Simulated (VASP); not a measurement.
Wanted: the native input for a VASP 6.6.1 run.

* Task: single point
* Functional: PBE
* Potentials or basis: VASP PAW PBE potentials, release 64 (Sr_sv, Cu, Os)
* Cutoff: 520 eV
* k mesh: 4 × 4 × 4
* Occupations: gaussian, width 0.1 eV
* Spin: collinear spin
* Starting moments: [0.0, 0.0, 0.0, 0.0, 1.0] μB
* Dipole correction: no
* Further INCAR settings: ALGO = Fast; EDIFF = 1e-06; NBANDS = 36

The structure of Sr3CuOs lies in POSCAR:

```
Sr3CuOs
1.0
    5.5171896428      0.0000000000      0.0000000000
    0.0000000000      5.5171896428      0.0000000000
    0.0000000000      0.0000000000      5.5171896428
Sr Cu Os
3 1 1
Direct
    0.5000000000      0.0000000000      0.0000000000
    0.0000000000      0.5000000000      0.0000000000
    0.0000000000      0.0000000000      0.5000000000
    0.0000000000      0.0000000000      0.0000000000
    0.5000000000      0.5000000000      0.5000000000
```

The cell was generated, and may not be a known phase.

These files were run (other wordings do the same):

INCAR

```
PREC     = Accurate       # precision mode
ENCUT    = 520            # plane-wave cutoff, eV
EDIFF    = 1E-6           # SCF threshold, eV
ISMEAR   = 0              # smearing method
SIGMA    = 0.1            # smearing width, eV
LREAL    = False          # projectors in reciprocal space
LASPH    = True           # aspherical terms in the spheres
NELM     = 150            # most SCF steps
ALGO     = Fast           # electronic algorithm
ISIF     = 2              # what is computed and relaxed
LWAVE    = False          # write WAVECAR
LCHARG   = False          # write CHGCAR
ISPIN    = 2              # spin polarisation
MAGMOM   = 0 0 0 0 1      # initial moments
LORBIT   = 11             # projections on sites
LMAXMIX  = 4              # l up to which the mixer works
GGA      = PE             # functional
NBANDS   = 36             # bands
```

KPOINTS

```
Automatic mesh
0
Gamma
  4 4 4
```

Potentials or basis: VASP PAW PBE potentials, release 64 (Sr_sv, Cu, Os).

The run is started by

```sh
$ cat potpaw_PBE.64/Sr_sv/POTCAR potpaw_PBE.64/Cu/POTCAR potpaw_PBE.64/Os/POTCAR > POTCAR
$ mpirun -np 1 vasp_std > vasp.out
```

Results of the run:

The pressure is 1.0 GPa, the net moment is 1.32 μB per cell and the site moments are Sr -0.03; Cu -0.00; Os +1.58 μB. The valence electrons inside the program's atomic spheres are Sr 8.02; Cu 10.11; Os 6.52.

Wall time 8.9 min on 1 thread of Intel Xeon 8259CL, with other jobs on the host, peak memory 0.38 GiB.
